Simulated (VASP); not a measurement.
# Ga2GeO (P4/mmm) in VASP: a series of runs

The runs below take Ga2GeO through single point, relaxation of cell and atoms, with PBE.

Everything below comes from runs of VASP 6.6.1. Logs are shortened: lines on timing, memory, paths and dates and some standing lists are left out, and cuts for length are marked.

**1. The cell of the first run**

The structure is tetragonal, space group P4/mmm (No. 123). Conventional cell: a = 3.347 Å, b = 3.347 Å, c = 4.728 Å, α = 90.00°, β = 90.00°, γ = 90.00°. Within 3.1 Å of Ga (site symmetry 4/mmm) lie 2 Ge at 2.36 Å and 4 O at 2.37 Å. Within 3.1 Å of Ga (site symmetry 4/mmm) lie 2 O at 2.36 Å and 4 Ge at 2.37 Å. Ge (site symmetry 4/mmm) has 6 Ga at 2.36 to 2.37 Å within 3.1 Å. O (site symmetry 4/mmm) has 6 Ga at 2.36 to 2.37 Å within 3.1 Å.

**2. Single point, PBE**

File INCAR:

```
SYSTEM = Ga2GeO
  PREC = Accurate
  ENCUT = 520
  EDIFF = 1E-6
  ISMEAR = 0
  SIGMA = 0.1
  LREAL = .False.
  LASPH = .True.
  NELM = 60
  ALGO = Normal
  ISIF = 2
  LWAVE = .False.
  LCHARG = .False.
  GGA = PE
  NBANDS = 31
```

File KPOINTS:

```
Automatic mesh
0
Gamma
  6 6 4
  0 0 0
```

File POSCAR:

```
Ga2GeO
1.0
    3.3473825200      0.0000000000      0.0000000000
    0.0000000000      3.3473825200      0.0000000000
    0.0000000000      0.0000000000      4.7283652000
Ga Ge O
2 1 1
Direct
    0.0000000000      0.0000000000      0.5000000000
    0.5000000000      0.5000000000      0.0000000000
    0.0000000000      0.0000000000      0.0000000000
    0.5000000000      0.5000000000      0.5000000000
```

Potentials or basis: VASP PAW PBE potentials, release 64 (Ga_d, Ge_d, O).

Command:

```sh
cat potpaw_PBE.64/Ga_d/POTCAR potpaw_PBE.64/Ge_d/POTCAR potpaw_PBE.64/O/POTCAR > POTCAR
mpirun -np 1 vasp_std > vasp.out
```

OUTCAR:

```text
SYSTEM = Ga2GeO
   PREC = Accurate
   ENCUT = 520
   EDIFF = 1E-6
   ISMEAR = 0
   LREAL = .False.
   LASPH = .True.
   NELM = 60
   ISIF = 2
   GGA = PE

 ion  position               nearest neighbor table
   1  0.000  0.000  0.500-   3 2.36   3 2.36   4 2.37   4 2.37   4 2.37   4 2.37
   2  0.500  0.500  0.000-   4 2.36   4 2.36   3 2.37   3 2.37   3 2.37   3 2.37
   3  0.000  0.000  0.000-   1 2.36   1 2.36   2 2.37   2 2.37   2 2.37   2 2.37
   4  0.500  0.500  0.500-   2 2.36   2 2.36   1 2.37   1 2.37   1 2.37   1 2.37

  LATTYP: Found a simple tetragonal cell.
 ALAT       =     3.3473825200
 C/A-ratio  =     1.4125559812

  Lattice vectors:

 A1 = (   3.3473825200,   0.0000000000,   0.0000000000)
 A2 = (   0.0000000000,   3.3473825200,   0.0000000000)
 A3 = (   0.0000000000,   0.0000000000,   4.7283652000)

Analysis of symmetry for initial positions (statically):
=====================================================================
 Subroutine PRICEL returns:
 Original cell was already a primitive cell.

 Routine SETGRP: Setting up the symmetry group for a
 simple tetragonal supercell.

 Subroutine GETGRP returns: Found 16 space group operations
 (whereof 16 operations were pure point group operations)
 out of a pool of 16 trial point group operations.

The static configuration has the point symmetry D_4h.

Analysis of symmetry for dynamics (positions and initial velocities):
=====================================================================
 Subroutine PRICEL returns:
 Original cell was already a primitive cell.

 Routine SETGRP: Setting up the symmetry group for a
 simple tetragonal supercell.

 Subroutine GETGRP returns: Found 16 space group operations
 (whereof 16 operations were pure point group operations)
 out of a pool of 16 trial point group operations.

The dynamic configuration has the point symmetry D_4h.

 Subroutine INISYM returns: Found 16 space group operations
 (whereof 16 operations are pure point group operations),
 and found     1 'primitive' translations

----------------------------------------------------------------------------------------

                                     Primitive cell

  volume of cell :      52.9812

  direct lattice vectors                    reciprocal lattice vectors
     3.347382520  0.000000000  0.000000000     0.298740880  0.000000000  0.000000000
     0.000000000  3.347382520  0.000000000     0.000000000  0.298740880  0.000000000
     0.000000000  0.000000000  4.728365200     0.000000000  0.000000000  0.211489586

  length of vectors
     3.347382520  3.347382520  4.728365200     0.298740880  0.298740880  0.211489586

  position of ions in fractional coordinates (direct lattice)
     0.000000000  0.000000000  0.500000000
     0.500000000  0.500000000  0.000000000
     0.000000000  0.000000000  0.000000000
     0.500000000  0.500000000  0.500000000

  ion indices of the primitive-cell ions
   primitive index   ion index
                 1           1
                 2           2
                 3           3
                 4           4

----------------------------------------------------------------------------------------

 KPOINTS: Automatic mesh

Automatic generation of k-mesh.
 Grid dimensions read from file:
 generate k-points for:    6    6    4

 Generating k-lattice:

  Cartesian coordinates                     Fractional coordinates (reciprocal lattice)
     0.049790147  0.000000000  0.000000000     0.166666667  0.000000000  0.000000000
     0.000000000  0.049790147  0.000000000     0.000000000  0.166666667  0.000000000
     0.000000000  0.000000000  0.052872397     0.000000000  0.000000000  0.250000000

  Length of vectors
     0.049790147  0.049790147  0.052872397

  Shift w.r.t. Gamma in fractional coordinates (k-lattice)
     0.000000000  0.000000000  0.000000000

 Subroutine IBZKPT returns following result:
 ===========================================

 Found     30 irreducible k-points:

 Following reciprocal coordinates:
            Coordinates               Weight
  0.000000  0.000000  0.000000      1.000000
  0.166667  0.000000  0.000000      4.000000
  0.333333  0.000000  0.000000      4.000000
  0.500000  0.000000  0.000000      2.000000
  0.166667  0.166667  0.000000      4.000000
  0.333333  0.166667  0.000000      8.000000
[... 16 lines left out ...]
  0.333333  0.000000  0.500000      4.000000
  0.500000  0.000000  0.500000      2.000000
 [... further k-points ...]
   k-points           NKPTS =     30   k-points in BZ     NKDIM =     30   number of bands    NBANDS=     31
   number of dos      NEDOS =    301   number of ions     NIONS =      4
   total plane-waves  NPLWV =  28224
   dimension x,y,z NGX =    28 NGY =   28 NGZ =   36
   dimension x,y,z NGXF=    56 NGYF=   56 NGZF=   72
   ions per type =               2   1   1
   NGX,Y,Z   is equivalent  to a cutoff of  13.91, 13.91, 12.66 a.u.
   NGXF,Y,Z  is equivalent  to a cutoff of  27.81, 27.81, 25.31 a.u.
 SYSTEM =  Ga2GeO
   PREC   = accura    normal or accurate (medium, high low for compatibility)
   ISTART =      0    job   : 0-new  1-cont  2-samecut
   ICHARG =      2    charge: 1-file 2-atom 10-const
   ISPIN  =      1    spin polarized calculation?
   LNONCOLLINEAR =      F non collinear calculations
   LSORBIT =      F    spin-orbit coupling
   LASPH  =      T    aspherical Exc in radial PAW
   ENCUT  =  520.0 eV  38.22 Ry    6.18 a.u.   6.22  6.22  8.79*2*pi/ulx,y,z
   NELM   =     60;   NELMIN=  2; NELMDL= -5     # of ELM steps
   EDIFF  = 0.1E-05   stopping-criterion for ELM
   LREAL  =      F    real-space projection
   EDIFFG = 0.1E-04   stopping-criterion for IOM
   NSW    =      0    number of steps for IOM
   IBRION =     -1    ionic relax: 0-MD 1-quasi-New 2-CG
   NFREE  =      0    steps in history (QN), initial steepest desc. (CG)
   ISIF   =      2    stress and relaxation
   ISYM   =      2    0-nonsym 1-usesym 2-fastsym
   POTIM  = 0.5000    time-step for ionic-motion
   TEBEG  =    0.0;   TEEND  =   0.0 temperature during run
   PSTRESS=    0.0 pullay stress
   NELECT =      46.0000    total number of electrons
   NUPDOWN=      -1.0000    fix difference up-down
   EMIN   =  10.00;   EMAX   =-10.00  energy-range for DOS
   EFERMI =   0.00;   METHOD = LEGACY
   ISMEAR =     0;   SIGMA  =   0.10  broadening in eV -4-tet -1-fermi 0-gaus
   EFERMI_NEDOS =   21; number of points for ismear=-14 and -15
   IALGO  =     38    algorithm
   IMIX   =      4    mixing-type and parameters
     AMIX     =   0.40;   BMIX     =  1.00
     AMIX_MAG =   1.60;   BMIX_MAG =  1.00
  volume/ion in A,a.u.               =      13.25        89.38
  Fermi-wavevector in a.u.,A,eV,Ry     =   1.561781  2.951339 33.186796  2.439161
  Thomas-Fermi vector in A             =   2.664796
   LORBIT       =      0    0 simple, 1 ext, 2 COOP (PROOUT), +10 PAW based schemes
   GGA     = PE    functional components
   LHFCALC =     F    Hartree Fock is set to
   AEXX    =    0.0000 exact exchange contribution
   IVDW    =     0    specifies the selected vdW correction
   LEPSILON=     F    determine dielectric tensor
   LRPA    =     F    only Hartree local field effects (RPA)
 non-spin polarized calculation
 Gauss-broadening in eV      SIGMA  =   0.10
  energy-cutoff  :      520.00
  volume of cell :       52.98
 maximum number of plane-waves:      1449
 NGX is ok and might be reduce to    28
   NGX = 13   NGY = 13   NGZ = 17

 number of electron      46.0000017 magnetization

 Free energy of the ion-electron system (eV)
  ---------------------------------------------------
  ext. energy  EPLUGINS =         0.00000000
  ---------------------------------------------------
  free energy    TOTEN  =       -15.72286219 eV

  energy without entropy =      -15.71969356  energy(sigma->0) =      -15.72127788

 E-fermi :   7.4573     XC(G=0): -12.0489

 val. band max:        7.3882666101   @ k =   0.1667   0.0000   0.5000
 cond. band min:       7.5587655400   @ k =   0.5000   0.3333   0.5000
 fundamental gap:      0.1704989298
 Fermi energy:         7.4572703497

 k-point     1 :       0.0000    0.0000    0.0000
  band No.  band energies     occupation
      1     -17.2157      2.00000
      2     -17.1939      2.00000
      3     -17.1860      2.00000
      4     -17.1108      2.00000
      5     -17.1108      2.00000
      6     -11.1363      2.00000
[... 23 lines left out ...]
     30      17.6709      0.00000
     31      17.6709      0.00000

 k-point     2 :       0.1667    0.0000    0.0000
  band No.  band energies     occupation
      1     -17.2142      2.00000
      2     -17.1905      2.00000
      3     -17.1752      2.00000
      4     -17.1140      2.00000
      5     -17.1102      2.00000
      6     -11.0339      2.00000
[... 23 lines left out ...]
     30      17.6690      0.00000
     31      17.9829      0.00000

 k-point     3 :       0.3333    0.0000    0.0000
  band No.  band energies     occupation
      1     -17.2114      2.00000
      2     -17.1859      2.00000
      3     -17.1514      2.00000
      4     -17.1203      2.00000
      5     -17.1089      2.00000
      6     -10.8164      2.00000
[... 23 lines left out ...]
     30      16.5403      0.00000
     31      18.5675      0.00000

 k-point     4 :       0.5000    0.0000    0.0000
  band No.  band energies     occupation
      1     -17.2100      2.00000
      2     -17.1838      2.00000
      3     -17.1394      2.00000
      4     -17.1235      2.00000
      5     -17.1083      2.00000
      6     -10.7002      2.00000
[... 23 lines left out ...]
     30      15.6185      0.00000
     31      19.4183      0.00000

 k-point     5 :       0.1667    0.1667    0.0000
  band No.  band energies     occupation
      1     -17.2159      2.00000
      2     -17.1842      2.00000
      3     -17.1678      2.00000
      4     -17.1139      2.00000
      5     -17.1131      2.00000
      6     -10.9520      2.00000
[... 23 lines left out ...]
     30      15.8177      0.00000
     31      15.8932      0.00000
[... 542 lines left out ...]
     30      15.0459      0.00000
     31      16.0260      0.00000

 k-point    22 :       0.1667    0.0000    0.5000
  band No.  band energies     occupation
      1     -17.2142      2.00000
      2     -17.1811      2.00000
      3     -17.1716      2.00000
      4     -17.1129      2.00000
      5     -17.1090      2.00000
      6     -10.8966      2.00000
[... 23 lines left out ...]
     30      15.8977      0.00000
     31      17.4500      0.00000

 k-point    23 :       0.3333    0.0000    0.5000
  band No.  band energies     occupation
      1     -17.2114      2.00000
      2     -17.1767      2.00000
      3     -17.1475      2.00000
      4     -17.1196      2.00000
      5     -17.1077      2.00000
      6     -10.6929      2.00000
[... 23 lines left out ...]
     30      15.8019      0.00000
     31      16.3792      0.00000

 k-point    24 :       0.5000    0.0000    0.5000
  band No.  band energies     occupation
      1     -17.2099      2.00000
      2     -17.1747      2.00000
      3     -17.1352      2.00000
      4     -17.1229      2.00000
      5     -17.1070      2.00000
      6     -10.5827      2.00000
[... 23 lines left out ...]
     30      14.4018      0.00000
     31      14.9843      0.00000

 [... further k-points ...]
[... 5 lines left out ...]
  --------------------------------------------------------------------------------------
  -------------------------------------------------------------------------------------
  Total        8.1462239      8.1462239      5.6740815      0.0000000      0.0000000     -0.0000000
  in kB      246.3458360    246.3458360    171.5870279      0.0000000      0.0000000     -0.0000000
  external PRESSURE =     221.4262333 kB  Pullay stress =       0.0000000 kB

 VOLUME and BASIS-vectors are now :
 -----------------------------------------------------------------------------
  energy-cutoff  :      520.00
  volume of cell :       52.98
      direct lattice vectors                 reciprocal lattice vectors
     3.347382520  0.000000000  0.000000000     0.298740880  0.000000000  0.000000000
     0.000000000  3.347382520  0.000000000     0.000000000  0.298740880  0.000000000
     0.000000000  0.000000000  4.728365200     0.000000000  0.000000000  0.211489586

 POSITION                                       TOTAL-FORCE (eV/Angst)
 -----------------------------------------------------------------------------------
      0.00000      0.00000      2.36418         0.000000      0.000000      0.000000
      1.67369      1.67369      0.00000         0.000000      0.000000      0.000000
      0.00000      0.00000      0.00000         0.000000      0.000000      0.000000
      1.67369      1.67369      2.36418         0.000000      0.000000      0.000000
 -----------------------------------------------------------------------------------
    total drift:                               -0.000000      0.000000     -0.000000

  FREE ENERGIE OF THE ION-ELECTRON SYSTEM (eV)
  ---------------------------------------------------
  free  energy   TOTEN  =       -15.7228621911 eV

  energy  without entropy=      -15.7196935629  energy(sigma->0) =      -15.72127788
```

It took 40 s on 1 thread of Intel Xeon Platinum 8375C at 2.90GHz (Ice Lake), shared host; peak memory 0.19 GiB.

Results:

* Free energy: -15.7229 eV
* Pressure: 22.1 GPa
* Band gap on the k mesh: zero (band 23 reaches 9.06 eV, above the bottom of band 24 at 5.29 eV)

Stress tensor (GPa, compression positive):
```
24.63  0.00  0.00
 0.00 24.63  0.00
 0.00  0.00 17.16
```

Levels at points of the mesh, in eV from the Fermi level:
```
           k point  band 20  band 21  band 22  band 23  band 24  band 25  band 26  band 27
(0.00, 0.00, 0.00)    -3.84    -3.50    -1.26    -0.09    -0.09     3.01     4.59     8.37
(0.50, 0.00, 0.00)    -4.64    -3.29    -2.88     1.17     2.03     2.74     4.56     4.80
(0.50, 0.50, 0.00)    -4.19    -3.78    -3.48    -3.48    -2.16    -0.43     4.89     4.89
(0.00, 0.00, 0.50)    -3.53    -3.22    -0.54    -0.54     1.33     2.73     5.24     7.38
(0.50, 0.00, 0.50)    -2.80    -2.07    -0.86     0.14     2.79     4.12     4.36     5.72
(0.50, 0.50, 0.50)    -5.45    -5.36    -5.33    -5.33    -0.26     4.69     4.69     4.70
```

**3. Single point, PBE**

This run uses another cell than the first one, of 15.71 Å³/atom, 1.186 times its volume.

File INCAR:

```
SYSTEM = Ga2GeO
PREC = Accurate
ENCUT = 520
EDIFF = 1E-6
ISMEAR = 0
SIGMA = 0.1
LREAL = .False.
LASPH = .True.
NELM = 80
ALGO = Normal
ISIF = 2
LWAVE = .False.
LCHARG = .True.
GGA = PE
LELF = .True.
LVHAR = .True.
NBANDS = 31
```

File KPOINTS:

```
regular mesh
0
Gamma
  6 6 4
  0 0 0
```

File POSCAR:

```
Ga2GeO
1.0
    3.5822631725      0.0000000000      0.0000000000
    0.0000000000      3.5822631725      0.0000000000
    0.0000000000      0.0000000000      4.8977637599
Ga Ge O
2 1 1
Direct
    0.0000000000      0.0000000000      0.5000000000
    0.5000000000      0.5000000000      0.0000000000
    0.0000000000      0.0000000000      0.0000000000
    0.5000000000      0.5000000000      0.5000000000
```

Potentials or basis: VASP PAW PBE potentials, release 64 (Ga_d, Ge_d, O).

Command:

```sh
cat potpaw_PBE.64/Ga_d/POTCAR potpaw_PBE.64/Ge_d/POTCAR potpaw_PBE.64/O/POTCAR > POTCAR
mpirun -np 1 vasp_std > vasp.out
```

Run time: 49 s. Hardware: 1 thread of Intel Xeon Platinum 8375C at 2.90GHz (Ice Lake), shared host; peak memory 0.2 GiB.

It converged, with:

```
Free energy            : -16.3302 eV
Pressure               : 0.2 GPa
Band gap on the k mesh : zero (band 23 reaches 7.07 eV, above the bottom of band 24 at 3.52 eV)
```

Levels at points of the mesh, in eV from the Fermi level:
```csv
k point,band 19,band 20,band 21,band 22,band 23,band 24,band 25,band 26,band 27,band 28
"(0.00, 0.00, 0.00)",-3.57,-2.95,-2.95,-1.03,0.01,0.01,1.28,4.66,7.67,7.89
"(0.50, 0.00, 0.00)",-4.46,-3.64,-2.75,-2.15,0.61,1.58,2.55,4.26,4.65,5.31
"(0.50, 0.50, 0.00)",-5.48,-3.81,-3.28,-2.49,-2.49,-1.93,-1.04,5.21,5.21,6.06
"(0.00, 0.00, 0.50)",-2.79,-2.61,-2.61,-0.43,-0.43,0.63,2.86,5.24,6.35,6.53
"(0.50, 0.00, 0.50)",-7.17,-2.06,-1.46,-0.74,0.42,2.22,3.77,3.89,5.16,5.90
"(0.50, 0.50, 0.50)",-5.19,-4.31,-4.31,-4.14,-4.14,-0.17,4.35,4.35,4.54,6.19
```

[end of part 1 of 2]
